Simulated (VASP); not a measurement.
# Ti3H in VASP: a series of runs

The runs below take Ti3H through single point, with PBE.

Everything below comes from runs of VASP 6.6.1. Logs are shortened: lines on timing, memory, paths and dates and some standing lists are left out, and cuts for length are marked.

**1. The cell of the first run**

The cell holds a slab with vacuum, 8 atoms: a = 4.604 Å, b = 4.604 Å, c = 22.497 Å, α = 90.00°, β = 90.00°, γ = 120.00°.

**2. Single point, PBE**

Contents of INCAR:

```
SYSTEM = Ti3H
PREC = Accurate ; ENCUT = 520
EDIFF = 1E-6 ; ISMEAR = 0
SIGMA = 0.1 ; LREAL = .False.
LASPH = .True. ; NELM = 80
ALGO = Normal ; ISIF = 2
LWAVE = .False. ; LCHARG = .False.
LDIPOL = .True. ; IDIPOL = 3
DIPOL = 0.5 0.5 0.308 ; GGA = PE
NBANDS = 47
```

Contents of KPOINTS:

```
Automatic mesh
0
Gamma
  6 6 1
  0 0 0
```

Contents of POSCAR:

```
Ti3H
1.0
    4.6037402166      0.0000000000      0.0000000000
   -2.3018701083      3.9869559800      0.0000000000
    0.0000000000      0.0000000000     22.4968207969
Ti H
6 2
Direct
    0.6666666667      0.3333333333      0.1778029010
    0.3333333333      0.6666666667      0.2195747826
    0.0000000000      0.0000000000      0.2613466643
    0.6666666667      0.3333333333      0.2980472831
    0.3333333333      0.6666666667      0.3304570154
    0.0000000000      0.0000000000      0.3776898467
    0.2925754216      0.7074245784      0.3976926730
    0.3740912451      0.6259087549      0.3976926730
```

Potentials or basis: VASP PAW PBE potentials, release 64 (Ti_sv, H).

Started as:

```
$ cat potpaw_PBE.64/Ti_sv/POTCAR potpaw_PBE.64/H/POTCAR > POTCAR
$ mpirun -np 1 vasp_std > vasp.out
```

OUTCAR:

```text
SYSTEM = Ti3H
   PREC = Accurate
   ENCUT = 520
   EDIFF = 1E-6
   ISMEAR = 0
   LREAL = .False.
   LASPH = .True.
   NELM = 80
   ISIF = 2
   GGA = PE

 ion  position               nearest neighbor table
   1  0.667  0.333  0.178-   4 2.71   2 2.82   2 2.82   2 2.82
   2  0.333  0.667  0.220-   5 2.49   1 2.82   1 2.82   3 2.82   1 2.82   3 2.82   3 2.82
   3  0.000  0.000  0.261-   6 2.62   4 2.78   4 2.78   4 2.78   2 2.82   2 2.82   2 2.82
   4  0.667  0.333  0.298-   1 2.71   5 2.76   5 2.76   5 2.76   3 2.78   3 2.78   3 2.78
   5  0.333  0.667  0.330-   7 1.55   8 1.55   2 2.49   4 2.76   4 2.76   4 2.76   6 2.86   6 2.86
                             6 2.86
   6  0.000  0.000  0.378-   3 2.62   5 2.86   5 2.86   5 2.86
   7  0.293  0.707  0.398-   8 0.65   5 1.55
   8  0.374  0.626  0.398-   7 0.65   5 1.55

  LATTYP: Found a hexagonal cell.
 ALAT       =     4.6037402166
 C/A-ratio  =     4.8866399359

  Lattice vectors:

 A1 = (   4.6037402166,   0.0000000000,   0.0000000000)
 A2 = (  -2.3018701083,   3.9869559800,   0.0000000000)
 A3 = (   0.0000000000,   0.0000000000,  22.4968207969)

Analysis of symmetry for initial positions (statically):
=====================================================================
 Subroutine PRICEL returns:
 Original cell was already a primitive cell.

 Routine SETGRP: Setting up the symmetry group for a
 hexagonal supercell.

 Subroutine GETGRP returns: Found  2 space group operations
 (whereof  2 operations were pure point group operations)
 out of a pool of 24 trial point group operations.

The static configuration has the point symmetry C_1h.

Analysis of symmetry for dynamics (positions and initial velocities):
=====================================================================
 Subroutine PRICEL returns:
 Original cell was already a primitive cell.

 Routine SETGRP: Setting up the symmetry group for a
 hexagonal supercell.

 Subroutine GETGRP returns: Found  2 space group operations
 (whereof  2 operations were pure point group operations)
 out of a pool of 24 trial point group operations.

The dynamic configuration has the point symmetry C_1h.

 Subroutine INISYM returns: Found  2 space group operations
 (whereof  2 operations are pure point group operations),
 and found     1 'primitive' translations
[... 103 lines left out ...]
   POTIM  = 0.5000    time-step for ionic-motion
   TEBEG  =    0.0;   TEEND  =   0.0 temperature during run
   PSTRESS=    0.0 pullay stress
   NELECT =      74.0000    total number of electrons
   NUPDOWN=      -1.0000    fix difference up-down
   EMIN   =  10.00;   EMAX   =-10.00  energy-range for DOS
   EFERMI =   0.00;   METHOD = LEGACY
   ISMEAR =     0;   SIGMA  =   0.10  broadening in eV -4-tet -1-fermi 0-gaus
   EFERMI_NEDOS =   21; number of points for ismear=-14 and -15
   IALGO  =     38    algorithm
   IMIX   =      4    mixing-type and parameters
     AMIX     =   0.40;   BMIX     =  1.00
     AMIX_MAG =   1.60;   BMIX_MAG =  1.00
  volume/ion in A,a.u.               =      51.62       348.32
  Fermi-wavevector in a.u.,A,eV,Ry     =   0.922984  1.744187 11.590801  0.851900
  Thomas-Fermi vector in A             =   2.048571
   LORBIT       =      0    0 simple, 1 ext, 2 COOP (PROOUT), +10 PAW based schemes
   GGA     = PE    functional components
   LHFCALC =     F    Hartree Fock is set to
   AEXX    =    0.0000 exact exchange contribution
   IVDW    =     0    specifies the selected vdW correction
   LEPSILON=     F    determine dielectric tensor
   LRPA    =     F    only Hartree local field effects (RPA)
 non-spin polarized calculation
 Gauss-broadening in eV      SIGMA  =   0.10
  energy-cutoff  :      520.00
  volume of cell :      412.93
 maximum number of plane-waves:     11163
 NGX is ok and might be reduce to    36
   NGX = 17   NGY = 17   NGZ = 83

 dipolmoment           0.000000      0.000000      0.038199 electrons x Angstroem

 number of electron      73.9999982 magnetization

 dipolmoment           0.000000      0.000000     -0.086803 electrons x Angstroem

 Free energy of the ion-electron system (eV)
  ---------------------------------------------------
  ext. energy  EPLUGINS =         0.00000000
  ---------------------------------------------------
  free energy    TOTEN  =       -47.08219141 eV

  energy without entropy =      -47.00450416  energy(sigma->0) =      -47.04334778

 E-fermi :   0.0256     XC(G=0):  -3.9548

 val. band max:        0.0094043058   @ k =  -0.1667   0.5000   0.0000
 cond. band min:       0.0299031272   @ k =   0.5000   0.0000   0.0000
 fundamental gap:      0.0204988214
 Fermi energy:         0.0256221852

 k-point     1 :       0.0000    0.0000    0.0000
  band No.  band energies     occupation
      1     -57.0553      2.00000
      2     -56.9940      2.00000
      3     -56.5068      2.00000
      4     -56.4087      2.00000
      5     -56.3447      2.00000
      6     -55.9781      2.00000
[... 639 lines left out ...]
     46       1.4205      0.00000
     47       1.6237      0.00000

------------------------ aborting loop because EDIFF is reached ----------------------------------------

 vacuum level on the upper side and lower side of the slab       (xc-potential included)        -0.645         0.236

  FORCE on cell =-STRESS in cart. coord.  units (eV):
  Direction    XX          YY          ZZ          XY          YZ          ZX
  --------------------------------------------------------------------------------------
  -------------------------------------------------------------------------------------
  Total        1.2728159     -1.7002579      8.9446791     -2.5747575     -0.2120759      0.3673264
  in kB        4.9385879     -6.5970835     34.7057909     -9.9901845     -0.8228649      1.4252444
  external PRESSURE =      11.0157651 kB  Pullay stress =       0.0000000 kB

 VOLUME and BASIS-vectors are now :
 -----------------------------------------------------------------------------
  energy-cutoff  :      520.00
  volume of cell :      412.93
      direct lattice vectors                 reciprocal lattice vectors
     4.603740217  0.000000000  0.000000000     0.217214689  0.125408959  0.000000000
    -2.301870108  3.986955980  0.000000000     0.000000000  0.250817918  0.000000000
     0.000000000  0.000000000 22.496820797     0.000000000  0.000000000  0.044450725

 POSITION                                       TOTAL-FORCE (eV/Angst)
 -----------------------------------------------------------------------------------
      2.30187      1.32899      4.00000        -0.022722      0.013118      0.019068
     -0.00000      2.65797      4.93973        -0.010977      0.006338      0.215799
      0.00000      0.00000      5.87947        -0.060687      0.035037     -0.522614
      2.30187      1.32899      6.70512         0.009789     -0.005652      0.027886
     -0.00000      2.65797      7.43423        -0.086700      0.050056     -5.373967
      0.00000      0.00000      8.49682         0.187725     -0.108383     -0.666331
     -0.28146      2.82047      8.94682        -7.351239      4.244240      3.119731
      0.28146      2.49547      8.94682         7.334811     -4.234755      3.180429
 -----------------------------------------------------------------------------------
    total drift:                               -0.000022      0.000012      0.002316

  FREE ENERGIE OF THE ION-ELECTRON SYSTEM (eV)
  ---------------------------------------------------
  free  energy   TOTEN  =       -47.0821914102 eV

  energy  without entropy=      -47.0045041551  energy(sigma->0) =      -47.04334778

 vacuum level on the upper side and lower side of the slab         2.354         3.275
```

Run time: 5.7 min. Hardware: 1 thread of AMD EPYC 9R45 (Zen 5), shared host; peak memory 0.53 GiB.

What came out:

```yaml
Free_energy: -47.0822 eV
Largest_force: 9.047 eV/Å
Band_gap_on_the_k_mesh: zero (bands 37 and 38 overlap by 0.11 eV)
```

Forces on the atoms (eV/Å):
```
Ti  -0.023  0.013  0.019
Ti  -0.011  0.006  0.216
Ti  -0.061  0.035 -0.523
Ti   0.010 -0.006  0.028
Ti  -0.087  0.050 -5.374
Ti   0.188 -0.108 -0.666
H   -7.351  4.244  3.120
H    7.335 -4.235  3.180
```

Levels at points of the mesh, in eV from the Fermi level:
| k point | band 34 | band 35 | band 36 | band 37 | band 38 | band 39 | band 40 | band 41 |
| --- | --- | --- | --- | --- | --- | --- | --- | --- |
| (0.00, 0.00, 0.00) | -0.53 | -0.51 | -0.47 | -0.35 | -0.06 | -0.04 | 0.06 | 0.45 |
| (0.50, 0.00, 0.00) | -0.42 | -0.40 | -0.28 | -0.09 | 0.00 | 0.25 | 0.46 | 0.48 |
| (0.50, 0.50, 0.00) | -0.43 | -0.41 | -0.28 | -0.08 | 0.03 | 0.37 | 0.45 | 0.47 |

(Continued in part 2 of 2.)

The gap in the log of VASP goes by the Fermi energy; the results here count the filled bands.